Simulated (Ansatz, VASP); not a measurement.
# Two plane-wave programs on BN

The input POSCAR:

```
BN
1.0
    2.6291912895      0.0000000000      0.0000000000
   -1.3145956448      2.2769464481      0.0000000000
    0.0000000000      0.0000000000      6.3281400000
B N
2 2
Direct
    0.3333333333      0.6666666667      0.2500000000
    0.6666666667      0.3333333333      0.7500000000
    0.3333333333      0.6666666667      0.7500000000
    0.6666666667      0.3333333333      0.2500000000
```

INCAR.step1

```
SYSTEM = BN
PREC     = Accurate       ! precision mode
ENCUT    = 520            ! plane-wave cutoff, eV
ISMEAR   = 0              ! smearing method
SIGMA    = 0.05           ! smearing width, eV
LREAL    = .FALSE.        ! projectors in reciprocal space
LASPH    = .TRUE.         ! aspherical terms in the spheres
NELM     = 60             ! most SCF steps
NBANDS   = 16             ! bands
GGA      = PE             ! functional
ALGO     = Normal         ! electronic algorithm
EDIFF    = 1E-4           ! SCF threshold, eV
LWAVE    = .TRUE.         ! write WAVECAR
LCHARG   = .FALSE.        ! write CHGCAR
```

File INCAR.step2:

```
SYSTEM = BN
PREC     = Accurate       ! precision mode
ENCUT    = 520            ! plane-wave cutoff, eV
EDIFF    = 1E-6           ! SCF threshold, eV
ISMEAR   = 0              ! smearing method
SIGMA    = 0.05           ! smearing width, eV
LREAL    = .FALSE.        ! projectors in reciprocal space
LASPH    = .TRUE.         ! aspherical terms in the spheres
NELM     = 60             ! most SCF steps
ALGO     = Normal         ! electronic algorithm
ISIF     = 2              ! what is computed and relaxed
LWAVE    = .FALSE.        ! write WAVECAR
LCHARG   = .FALSE.        ! write CHGCAR
METAGGA  = R2SCAN         ! meta-GGA
LMIXTAU  = .TRUE.       
NBANDS   = 16             ! bands
ISTART   = 1
```

KPOINTS

```
regular mesh
0
G
  12 12 4
  0 0 0
```

Input for Ansatz:

```yaml
crystal:
  lattice:
    - [2.6291912895, 0.0, 0.0]
    - [-1.3145956448, 2.2769464481, 0.0]
    - [0.0, 0.0, 6.32814]
  atoms:
    - { symbol: B, position: [0.3333333333, 0.6666666667, 0.25] }
    - { symbol: B, position: [0.6666666667, 0.3333333333, 0.75] }
    - { symbol: "N", position: [0.3333333333, 0.6666666667, 0.75] }
    - { symbol: "N", position: [0.6666666667, 0.3333333333, 0.25] }
basis:
  ecutwfc: 500
kpoints:
  mp_grid: { grid: [12, 12, 4] }
hamiltonian:
  xc: r2scan
scf:
  occupations: { method: gaussian, width: 0.05 }
output:
  forces: true
  stress: true
  eigenvalues: true
  write_density: true
  write_potential: true
  elf: true
  volumetric_format: npy
```

Change from the starting cell: strain +0.050 along x and y, -0.050 along z, atoms carried along.

Alike in both runs: task single point; functional r2SCAN; k mesh 12 × 12 × 4; occupations gaussian, width 0.05 eV; no spin polarisation.

|  | VASP | Ansatz |
| --- | --- | --- |
| version | VASP 6.6.1 | Ansatz 0.2.0 |
| potentials or method | VASP PAW PBE potentials, release 64 (B, N), cutoff 520 eV | scalar-relativistic, plane waves, PAW |
| valence electrons in the cell | 16 | 16 |

|  | VASP | Ansatz | Ansatz less VASP |
| --- | --- | --- | --- |
| gap on the k mesh at the Fermi level (eV) | 4.51 | 4.48 | -0.031 |
| least direct gap on the mesh (eV) | 4.77 | 4.74 | -0.030 |
| pressure (GPa) | -30.0 | -30.3 | -0.30 |
| traceless stress, the component that is largest in VASP (GPa) | 32.09 | 32.63 | +0.535 |

VASP's potentials were made for PBE, not for r2SCAN. Both programs put the cell under strong tension, so it lies far from rest at this level. With one functional, cell and mesh, what is left measures potentials, basis and numerics.
